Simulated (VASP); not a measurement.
Crystal: Nb2SiN.

```
Nb Si N
1.0
     3.17498    0.00000    0.00000
    -1.58749    2.74962    0.00000
     0.00000    0.00000    6.43505
Nb Si N
2 1 1
Direct
  0.00000 0.00000 0.80014
  0.00000 0.00000 0.19986
  0.00000 0.00000 0.50000
  0.00000 0.00000 0.00000
```

- Program: VASP 6.6.1
- Task: relaxation of cell and atoms
- Functional: PBE
- Potentials or basis: VASP PAW PBE potentials, release 64 (Nb_sv, Si, N)
- Cutoff: 600 eV
- k mesh: 6 × 6 × 4
- Occupations: gaussian, width 0.1 eV
- Spin: no spin polarisation

At the start: pressure 203.4 GPa; volume 14.04 Å³/atom.

How do energy, volume and symmetry change on relaxing?

Over 24 steps the energy falls by 8085.3 meV/atom and the volume is 17.22 Å³/atom (+22.6 %); space group P6/mmm (No. 191, to 0.05 Å).

Step by step:
| step | energy change (eV) | largest force (eV/Å) | pressure (GPa) | volume (Å³) |
| --- | --- | --- | --- | --- |
| 1 | 0.0000 | 53.7916 | 203.39 | 56.18 |
| 2 | 83.2605 | 1.9508 | -115.50 | 196.11 |
| 3 | 856.0189 | 1937.5234 | 899.04 | 120.40 |
| 4 | 67.9719 | 2.2614 | -71.74 | 191.67 |
| 5 | 20.6063 | 12.1114 | -61.43 | 156.36 |
| 6 | 25.1346 | 43.5986 | -4.73 | 141.97 |
| 7 | 18.6322 | 22.3851 | -40.46 | 148.58 |
| 8 | 19.4343 | 27.5889 | -32.48 | 146.77 |
| 9 | -23.0545 | 2.0825 | 4.78 | 71.97 |
| 10 | -23.3999 | 1.6944 | 9.08 | 68.33 |
| 11 | -23.8944 | 2.3378 | 21.23 | 61.41 |
| 12 | -23.9758 | 2.8337 | 65.47 | 48.92 |
| 13 | -31.6164 | 3.5888 | -1.19 | 78.74 |
| 14 | -31.9004 | 2.6349 | -9.31 | 70.24 |
| 15 | -32.1912 | 1.4291 | -8.58 | 73.00 |
| 16 | -32.2156 | 0.8843 | -7.98 | 73.85 |
| 17 | -30.5839 | 8.9949 | 24.59 | 67.79 |
| 18 | -32.2708 | 0.0382 | -4.53 | 72.85 |
| 19 | -32.2720 | 0.0923 | -4.05 | 72.74 |
| 20 | -32.3404 | 0.1304 | -0.28 | 68.99 |
| 21 | -32.3404 | 0.1371 | -0.17 | 68.89 |
| 22 | -32.3399 | 0.1215 | 0.69 | 68.73 |
| 23 | -32.3408 | 0.0366 | 0.17 | 68.83 |
| 24 | -32.3412 | 0.0106 | 0.05 | 68.90 |

Final structure:
```xyz
4
Lattice="2.9559 0.0000 0.0000 -1.4779 2.5599 0.0000 0.0000 0.0000 9.1051" Properties=species:S:1:pos:R:3 pbc="T T T"
Nb    0.0000    0.0000    1.8547
Nb    0.0000    0.0000    7.2504
Si    0.0000    0.0000    4.5525
N     0.0000    0.0000    0.0000
```

Caveat: the k points lie up to 0.41 Å⁻¹ apart in the final cell; the volume moved by over 15 % at a fixed basis, so the end points are rough.
